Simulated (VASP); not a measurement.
# Si4Mo in VASP: notebook

The runs below take Si4Mo through single point, relaxation of cell and atoms, with PBE.

All numbers are computed with VASP 6.6.1; they aren't measurements. Logs are shortened: lines on timing, memory, paths and dates and some standing lists are left out, and cuts for length are marked.

### Step 1. The cell of the first run

The typed cell holds 5 atoms: a = 4.643 Å, b = 4.643 Å, c = 4.912 Å, α = 104.35°, β = 104.35°, γ = 118.37°.

The cell was generated, and may not be a known phase.

### Step 2. Single point, PBE

File INCAR:

```
SYSTEM = Si4Mo
PREC = Accurate
ENCUT = 520
EDIFF = 1E-6
ISMEAR = 0
SIGMA = 0.2
LREAL = .False.
LASPH = .True.
NELM = 80
ALGO = Normal
ISIF = 2
LWAVE = .False.
LCHARG = .False.
GGA = PE
NBANDS = 23
```

File KPOINTS:

```
regular mesh
0
Gamma
  4 4 4
  0 0 0
```

File POSCAR:

```
Si4Mo
1.0
    2.3772170859     -3.9879298390     -0.0813933152
    2.3772170859      3.9879298390     -0.0813933152
   -2.2278278402      0.0000000000      4.3779603672
Si Mo
4 1
Direct
    0.0000000000      0.0000000000      0.0000000000
    0.3297096252      0.6702903748      0.5000000000
    0.6702903748      0.3297096252      0.5000000000
    0.5000000000      0.5000000000      0.0000000000
    0.0000000000      0.0000000000      0.5000000000
```

Potentials or basis: VASP PAW PBE potentials, release 64 (Si, Mo_sv).

On the command line:

```
$ cat potpaw_PBE.64/Si/POTCAR potpaw_PBE.64/Mo_sv/POTCAR > POTCAR
$ mpirun -np 1 vasp_std > vasp.out
```

OUTCAR:

```text
SYSTEM = Si4Mo
   PREC = Accurate
   ENCUT = 520
   EDIFF = 1E-6
   ISMEAR = 0
   LREAL = .False.
   LASPH = .True.
   NELM = 80
   ISIF = 2
   GGA = PE

 ion  position               nearest neighbor table
   1  0.000  0.000  0.000-   4 2.38   4 2.38   5 2.46   5 2.46   3 2.81   3 2.81   2 2.81   2 2.81

   2  0.330  0.670  0.500-   5 2.63   3 2.70   3 2.70   3 2.72   5 2.74   5 2.74   4 2.81   4 2.81
                             1 2.81   1 2.81
   3  0.670  0.330  0.500-   5 2.63   2 2.70   2 2.70   2 2.72   5 2.74   5 2.74   4 2.81   4 2.81
                             1 2.81   1 2.81
   4  0.500  0.500  0.000-   1 2.38   1 2.38   5 2.46   5 2.46   2 2.81   3 2.81   3 2.81   2 2.81

   5  0.000  0.000  0.500-   1 2.46   1 2.46   4 2.46   4 2.46   3 2.63   2 2.63   3 2.74   3 2.74
                             2 2.74   2 2.74

  LATTYP: Found a base centered monoclinic cell.
 ALAT       =     4.7572201737
 B/A-ratio  =     1.6765798905
 C/A-ratio  =     1.0325787757
 COS(beta)  =    -0.4837607833

  Lattice vectors:

 A1 = (   2.3772170859,  -3.9879298390,  -0.0813933152)
 A2 = (   2.3772170859,   3.9879298390,  -0.0813933152)
 A3 = (  -2.2278278402,   0.0000000000,   4.3779603672)

Analysis of symmetry for initial positions (statically):
=====================================================================
 Subroutine PRICEL returns:
 Original cell was already a primitive cell.

 Routine SETGRP: Setting up the symmetry group for a
 base centered monoclinic supercell.

 Subroutine GETGRP returns: Found  4 space group operations
 (whereof  4 operations were pure point group operations)
 out of a pool of  4 trial point group operations.

The static configuration has the point symmetry C_2h.

Analysis of symmetry for dynamics (positions and initial velocities):
=====================================================================
 Subroutine PRICEL returns:
 Original cell was already a primitive cell.

 Routine SETGRP: Setting up the symmetry group for a
 base centered monoclinic supercell.

 Subroutine GETGRP returns: Found  4 space group operations
 (whereof  4 operations were pure point group operations)
 out of a pool of  4 trial point group operations.

The dynamic configuration has the point symmetry C_2h.

 Subroutine INISYM returns: Found  4 space group operations
 (whereof  4 operations are pure point group operations),
 and found     1 'primitive' translations

----------------------------------------------------------------------------------------

                                     Primitive cell

  volume of cell :      81.5614

  direct lattice vectors                    reciprocal lattice vectors
     2.377217086 -3.987929839 -0.081393315     0.214059589 -0.125378334  0.108929244
     2.377217086  3.987929839 -0.081393315     0.214059589  0.125378334  0.108929244
    -2.227827840  0.000000000  4.377960367     0.007959423  0.000000000  0.232467208

  length of vectors
     4.643422267  4.643422267  4.912204583     0.270936920  0.270936920  0.232603429

  position of ions in fractional coordinates (direct lattice)
     0.000000000  0.000000000  0.000000000
     0.329709625  0.670290375  0.500000000
     0.670290375  0.329709625  0.500000000
     0.500000000  0.500000000  0.000000000
     1.000000000  1.000000000  0.500000000

  ion indices of the primitive-cell ions
   primitive index   ion index
                 1           1
                 2           2
                 3           3
                 4           4
                 5           5

----------------------------------------------------------------------------------------

 KPOINTS: regular mesh

Automatic generation of k-mesh.
 Grid dimensions read from file:
 generate k-points for:    4    4    4

 Generating k-lattice:

  Cartesian coordinates                     Fractional coordinates (reciprocal lattice)
     0.053514897 -0.031344584  0.027232311     0.250000000  0.000000000 -0.000000000
     0.053514897  0.031344584  0.027232311     0.000000000  0.250000000 -0.000000000
     0.001989856  0.000000000  0.058116802     0.000000000  0.000000000  0.250000000

  Length of vectors
     0.067734230  0.067734230  0.058150857

  Shift w.r.t. Gamma in fractional coordinates (k-lattice)
     0.000000000  0.000000000  0.000000000

 Subroutine IBZKPT returns following result:
 ===========================================

 Found     24 irreducible k-points:

 Following reciprocal coordinates:
            Coordinates               Weight
  0.000000  0.000000  0.000000      1.000000
  0.250000 -0.000000 -0.000000      4.000000
  0.500000 -0.000000 -0.000000      2.000000
  0.250000  0.250000 -0.000000      2.000000
  0.500000  0.250000 -0.000000      4.000000
 -0.250000  0.250000  0.000000      2.000000
[... 16 lines left out ...]
 -0.250000  0.250000  0.500000      2.000000
  0.500000  0.500000  0.500000      1.000000
   k-points           NKPTS =     24   k-points in BZ     NKDIM =     24   number of bands    NBANDS=     23
   number of dos      NEDOS =    301   number of ions     NIONS =      5
   total plane-waves  NPLWV =  51840
   dimension x,y,z NGX =    36 NGY =   36 NGZ =   40
   dimension x,y,z NGXF=    72 NGYF=   72 NGZF=   80
   ions per type =               4   1
   NGX,Y,Z   is equivalent  to a cutoff of  12.89, 12.89, 13.54 a.u.
   NGXF,Y,Z  is equivalent  to a cutoff of  25.78, 25.78, 27.07 a.u.
 SYSTEM =  Si4Mo
   PREC   = accura    normal or accurate (medium, high low for compatibility)
   ISTART =      0    job   : 0-new  1-cont  2-samecut
   ICHARG =      2    charge: 1-file 2-atom 10-const
   ISPIN  =      1    spin polarized calculation?
   LNONCOLLINEAR =      F non collinear calculations
   LSORBIT =      F    spin-orbit coupling
   LASPH  =      T    aspherical Exc in radial PAW
   ENCUT  =  520.0 eV  38.22 Ry    6.18 a.u.   8.63  8.63  9.13*2*pi/ulx,y,z
   NELM   =     80;   NELMIN=  2; NELMDL= -5     # of ELM steps
   EDIFF  = 0.1E-05   stopping-criterion for ELM
   LREAL  =      F    real-space projection
   EDIFFG = 0.1E-04   stopping-criterion for IOM
   NSW    =      0    number of steps for IOM
   IBRION =     -1    ionic relax: 0-MD 1-quasi-New 2-CG
   NFREE  =      0    steps in history (QN), initial steepest desc. (CG)
   ISIF   =      2    stress and relaxation
   ISYM   =      2    0-nonsym 1-usesym 2-fastsym
   POTIM  = 0.5000    time-step for ionic-motion
   TEBEG  =    0.0;   TEEND  =   0.0 temperature during run
   PSTRESS=    0.0 pullay stress
   NELECT =      30.0000    total number of electrons
   NUPDOWN=      -1.0000    fix difference up-down
   EMIN   =  10.00;   EMAX   =-10.00  energy-range for DOS
   EFERMI =   0.00;   METHOD = LEGACY
   ISMEAR =     0;   SIGMA  =   0.20  broadening in eV -4-tet -1-fermi 0-gaus
   EFERMI_NEDOS =   21; number of points for ismear=-14 and -15
   IALGO  =     38    algorithm
   IMIX   =      4    mixing-type and parameters
     AMIX     =   0.40;   BMIX     =  1.00
     AMIX_MAG =   1.60;   BMIX_MAG =  1.00
  volume/ion in A,a.u.               =      16.31       110.08
  Fermi-wavevector in a.u.,A,eV,Ry     =   1.172970  2.216593 18.719704  1.375859
  Thomas-Fermi vector in A             =   2.309391
   LORBIT       =      0    0 simple, 1 ext, 2 COOP (PROOUT), +10 PAW based schemes
   GGA     = PE    functional components
   LHFCALC =     F    Hartree Fock is set to
   AEXX    =    0.0000 exact exchange contribution
   IVDW    =     0    specifies the selected vdW correction
   LEPSILON=     F    determine dielectric tensor
   LRPA    =     F    only Hartree local field effects (RPA)
 non-spin polarized calculation
 Gauss-broadening in eV      SIGMA  =   0.20
  energy-cutoff  :      520.00
  volume of cell :       81.56
 maximum number of plane-waves:      2210
 NGX is ok and might be reduce to    36
   NGX = 17   NGY = 17   NGZ = 19

 number of electron      30.0000001 magnetization

 Free energy of the ion-electron system (eV)
  ---------------------------------------------------
  ext. energy  EPLUGINS =         0.00000000
  ---------------------------------------------------
  free energy    TOTEN  =       -31.58016957 eV

  energy without entropy =      -31.53483500  energy(sigma->0) =      -31.55750229

 E-fermi :   9.1437     XC(G=0): -10.9860

 val. band max:        9.1319679277   @ k =  -0.0000  -0.0000   0.5000
 cond. band min:       9.1581023881   @ k =   0.5000  -0.0000  -0.0000
 fundamental gap:      0.0261344604
 Fermi energy:         9.1437355630

 k-point     1 :       0.0000    0.0000    0.0000
  band No.  band energies     occupation
      1     -51.7043      2.00000
      2     -26.0273      2.00000
      3     -25.8668      2.00000
      4     -25.8030      2.00000
      5      -3.7622      2.00000
      6       1.2683      2.00000
[... 15 lines left out ...]
     22      12.7556      0.00000
     23      12.7617      0.00000

 k-point     2 :       0.2500   -0.0000   -0.0000
  band No.  band energies     occupation
      1     -51.7041      2.00000
      2     -26.0290      2.00000
      3     -25.8700      2.00000
      4     -25.8046      2.00000
      5      -3.0996      2.00000
      6       0.8375      2.00000
[... 15 lines left out ...]
     22      13.4836      0.00000
     23      14.2763      0.00000

 k-point     3 :       0.5000   -0.0000   -0.0000
  band No.  band energies     occupation
      1     -51.7040      2.00000
      2     -26.0308      2.00000
      3     -25.8732      2.00000
      4     -25.8061      2.00000
      5      -1.5611      2.00000
      6      -0.9309      2.00000
[... 15 lines left out ...]
     22      13.6534      0.00000
     23      14.2832      0.00000
[... 495 lines left out ...]
 k-point    23 :      -0.2500    0.2500    0.5000
  band No.  band energies     occupation
      1     -51.7039      2.00000
      2     -26.0352      2.00000
      3     -25.8699      2.00000
      4     -25.8066      2.00000
      5      -1.4222      2.00000
      6      -1.4188      2.00000
[... 15 lines left out ...]
     22      14.7688      0.00000
     23      15.0068      0.00000

 k-point    24 :       0.5000    0.5000    0.5000
  band No.  band energies     occupation
      1     -51.7038      2.00000
      2     -26.0348      2.00000
      3     -25.8708      2.00000
      4     -25.8102      2.00000
      5      -1.0449      2.00000
      6      -0.3860      2.00000
[... 15 lines left out ...]
     22      14.9004      0.00000
     23      15.0559      0.00000

------------------------ aborting loop because EDIFF is reached ----------------------------------------

  FORCE on cell =-STRESS in cart. coord.  units (eV):
  Direction    XX          YY          ZZ          XY          YZ          ZX
  --------------------------------------------------------------------------------------
  -------------------------------------------------------------------------------------
  Total       -0.0544513     -0.0149290      0.2383474      0.0000000      0.0000000     -0.0074635
  in kB       -1.0696306     -0.2932634      4.6820542      0.0000000      0.0000000     -0.1466116
  external PRESSURE =       1.1063867 kB  Pullay stress =       0.0000000 kB

 VOLUME and BASIS-vectors are now :
 -----------------------------------------------------------------------------
  energy-cutoff  :      520.00
  volume of cell :       81.56
      direct lattice vectors                 reciprocal lattice vectors
     2.377217086 -3.987929839 -0.081393315     0.214059589 -0.125378334  0.108929244
     2.377217086  3.987929839 -0.081393315     0.214059589  0.125378334  0.108929244
    -2.227827840  0.000000000  4.377960367     0.007959423  0.000000000  0.232467208

 POSITION                                       TOTAL-FORCE (eV/Angst)
 -----------------------------------------------------------------------------------
      0.00000      0.00000      0.00000         0.000000      0.000000     -0.000000
      1.26330      1.35821      2.10759        -0.000000      0.007002      0.000000
      1.26330     -1.35821      2.10759         0.000000     -0.007002      0.000000
      2.37722      0.00000     -0.08139         0.000000     -0.000000     -0.000000
     -1.11391      0.00000      2.18898         0.000000      0.000000     -0.000000
 -----------------------------------------------------------------------------------
    total drift:                                0.000000      0.000000      0.000000

  FREE ENERGIE OF THE ION-ELECTRON SYSTEM (eV)
  ---------------------------------------------------
  free  energy   TOTEN  =       -31.5801695736 eV

  energy  without entropy=      -31.5348350016  energy(sigma->0) =      -31.55750229
```

Wall time 75 s (1 thread of Intel Xeon 8259CL, shared host); peak memory 0.23 GiB.

Results:

```
Free energy            : -31.5802 eV
Pressure               : 0.1 GPa
Largest force          : 0.007 eV/Å
Band gap on the k mesh : zero (bands 15 and 16 overlap by 0.84 eV)
```

Forces on the atoms (eV/Å):
```
Si   0.000  0.000  0.000
Si   0.000  0.007  0.000
Si   0.000 -0.007  0.000
Si   0.000  0.000  0.000
Mo   0.000  0.000  0.000
```

Caveat: the k points lie up to 0.43 Å⁻¹ apart, too coarse for converged energies and pressures of a metal.

(Continued in part 2 of 2.)

The gap in the log of VASP goes by the Fermi energy; the results here count the filled bands.